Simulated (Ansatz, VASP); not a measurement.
# One calculation of TaSi2, two programs

```
Ta Si
1.0
     4.78390    0.00000    0.00000
    -2.39195    4.14298    0.00000
     0.00000    0.00000    6.57000
Ta Si
3 6
Direct
  0.50000 0.00000 0.00000
  0.50000 0.50000 0.66667
  0.00000 0.50000 0.33333
  0.15897 0.31794 0.00000
  0.84103 0.15897 0.66667
  0.68206 0.84103 0.33333
  0.84103 0.68206 0.00000
  0.15897 0.84103 0.66667
  0.31794 0.15897 0.33333
```

Alike in both runs: task relaxation of cell and atoms; functional LDA; k mesh 8 × 8 × 5; occupations fermi-dirac, width 0.1 eV; no spin polarisation.

|  | VASP | Ansatz |
| --- | --- | --- |
| version | VASP 6.6.1 | Ansatz 0.2.0 |
| potentials or method | VASP PAW LDA potentials, release 64 (Ta_pv, Si), cutoff 600 eV | PAW plane waves |
| valence electrons in the cell | 57 | 63 |

```csv
,VASP,Ansatz,Ansatz less VASP
"gap on the k mesh at the Fermi level, each at its own relaxed structure (eV)",none,none,-
relaxed volume (Å³/atom),14.10,14.06,-0.042
relaxed cell length with the largest relative difference (Å),4.739,4.734,-0.0047
```

Ansatz warns that its potentials were made for another functional, while VASP's fit it. LDA's correlation is that of Perdew and Zunger in VASP and of Perdew and Wang (1992) in Ansatz. A gap of «none» marks a metal or a gap that the smearing closes. VASP's potentials hold 57 valence electrons a cell and Ansatz's 63, so a difference there can come from the potentials and not from the codes.

Spin-orbit coupling is off throughout.
